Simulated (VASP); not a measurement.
## Ta: relaxation of cell and atoms with r2SCAN

Crystal: Ta.

```xyz
3
Lattice="4.6735 0.0000 0.0000 -2.3368 4.0474 0.0000 0.0000 0.0000 2.8649" Properties=species:S:1:pos:R:3 pbc="T T T"
Ta    0.0000    0.0000    0.0000
Ta    0.0000    2.6983    1.4324
Ta    2.3368    1.3491    1.4324
```

This isn't the form of Ta at room conditions, which is bcc.

```yaml
Program: VASP 6.6.1
Task: relaxation of cell and atoms
Functional: r2SCAN
Potentials_or_basis: VASP PAW PBE potentials, release 64 (Ta_pv)
Cutoff: 600 eV
k_mesh: 8 × 8 × 11
Occupations: fermi-dirac, width 0.1 eV
Spin: no spin polarisation
Dipole_correction: no
Further_INCAR_settings: ALGO = Normal; EDIFF = 1e-06; IBRION = 2; EDIFFG = -0.01; NSW = 80; ISIF = 3
```

```yaml
Relaxed_volume: 18.47 Å³/atom
Relaxed_cell: a = 4.855 Å, b = 4.855 Å, c = 2.715 Å, α = 90.00°, β = 90.00°, γ = 120.00°
Space_group_after_relaxing_to_0.1_Å: P6/mmm (No. 191)
Energy_gained_by_relaxing: 108.2 meV/atom
Ionic_steps: 9
Pressure_after_relaxing: 0.0 GPa
Band_gap_on_the_k_mesh: zero (an odd number of electrons rules out a gap without spin polarisation)
```

The path:
```tsv
step	energy change (eV)	largest force (eV/Å)	pressure (GPa)	volume (Å³)
1	0.0000	0.0000	4.51	54.19
2	-0.1408	0.0000	-6.26	57.85
3	-0.3129	0.0000	-3.36	56.41
4	-0.3129	0.0000	-3.25	56.37
5	-0.2807	0.0000	6.29	53.80
6	-0.3245	0.0000	-0.21	55.49
7	-0.3245	0.0000	-0.16	55.47
8	-0.3245	0.0000	0.11	55.38
9	-0.3246	0.0000	0.01	55.42
```

Final structure:
```cif
data_structure
_symmetry_space_group_name_H-M 'P 1'
_symmetry_Int_Tables_number 1
_cell_length_a 4.8551
_cell_length_b 4.8551
_cell_length_c 2.7149
_cell_angle_alpha 90.000
_cell_angle_beta 90.000
_cell_angle_gamma 120.000
_cell_volume 55.42
loop_
_atom_site_label
_atom_site_type_symbol
_atom_site_fract_x
_atom_site_fract_y
_atom_site_fract_z
_atom_site_occupancy
Ta1 Ta 0.00000 0.00000 0.00000 1
Ta2 Ta 0.33333 0.66667 0.50000 1
Ta3 Ta 0.66667 0.33333 0.50000 1
```

Levels at points of the mesh, in eV from the Fermi level:
```
           k point  band 15  band 16  band 17  band 18  band 19  band 20
(0.00, 0.00, 0.00)    -1.58    -1.58    -0.78     1.13     1.13     3.64
(0.50, 0.00, 0.00)    -1.60    -0.99    -0.78     0.59     2.45     3.82
```

It took 55 min on 1 thread of Oxide Virtual Turin-like Processor (shared host), peak memory 0.22 GiB.

Caveat: the PAW data sets were made with another functional, which shifts forces and pressure a little; spin-orbit coupling is left out, which moves the levels of the heavy elements.
